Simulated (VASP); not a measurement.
Here is a VASP 6.6.1 calculation.

The input INCAR:

```
  PREC = Accurate
  ENCUT = 520
  EDIFF = 1E-7
  ISMEAR = -1
  SIGMA = 0.1
  LREAL = F
  LASPH = T
  NELM = 150
  ALGO = Normal
  ISIF = 2
  LWAVE = F
  LCHARG = F
  ISPIN = 2
  MAGMOM = 1.99
  LORBIT = 11
  NUPDOWN = 1.99
  LMAXMIX = 4
  GGA = PE
  NBANDS = 14
```

The input KPOINTS:

```
regular mesh
0
Gamma
  11 11 11
```

File POSCAR:

```
Fe
1.0
    0.0000000000      1.7635000000      1.7635000000
    1.7635000000      0.0000000000      1.7635000000
    1.7635000000      1.7635000000      0.0000000000
Fe
1
Direct
    0.0000000000      0.0000000000      0.0000000000
```

Potentials or basis: VASP PAW PBE potentials, release 64 (Fe).

The run is started by

```console
$ cat potpaw_PBE.64/Fe/POTCAR > POTCAR
$ mpirun -np 1 vasp_std > vasp.out
```

Question: Predict the pressure.

Answer: 7.5 GPa.

Caveat: the total moment is fixed, so each spin has its own Fermi level.
